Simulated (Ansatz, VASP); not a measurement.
# One calculation of SnSe, two programs

```xyz
2
Lattice="0.0000 3.1605 3.1605 3.1605 0.0000 3.1605 3.1605 3.1605 0.0000" Properties=species:S:1:pos:R:3 pbc="T T T"
Sn    0.0000    0.0000    0.0000
Se    3.1605    3.1605    3.1605
```

Change from the starting cell: strain +0.050 along x and y, +0.050 along z, atoms carried along.

Alike in both runs: task single point; functional LDA; k mesh 8 × 8 × 8; occupations gaussian, width 0.05 eV; no spin polarisation.

|  | VASP | Ansatz |
| --- | --- | --- |
| version | VASP 6.6.1 | Ansatz 0.2.0 |
| potentials or method | VASP PAW LDA potentials, release 64 (Sn_d, Se), cutoff 520 eV | scalar-relativistic, plane waves, PAW |
| valence electrons in the cell | 20 | 30 |

```tsv
	VASP	Ansatz	Ansatz less VASP
gap on the k mesh at the Fermi level (eV)	0.10	0.08	-0.014
least direct gap on the mesh (eV)	0.10	0.08	-0.014
pressure (GPa)	-8.0	-8.0	-0.01
```

LDA's correlation is that of Perdew and Zunger in VASP and of Perdew and Wang (1992) in Ansatz. VASP's potentials hold 20 valence electrons a cell and Ansatz's 30, so a difference there can come from the potentials and not from the codes.
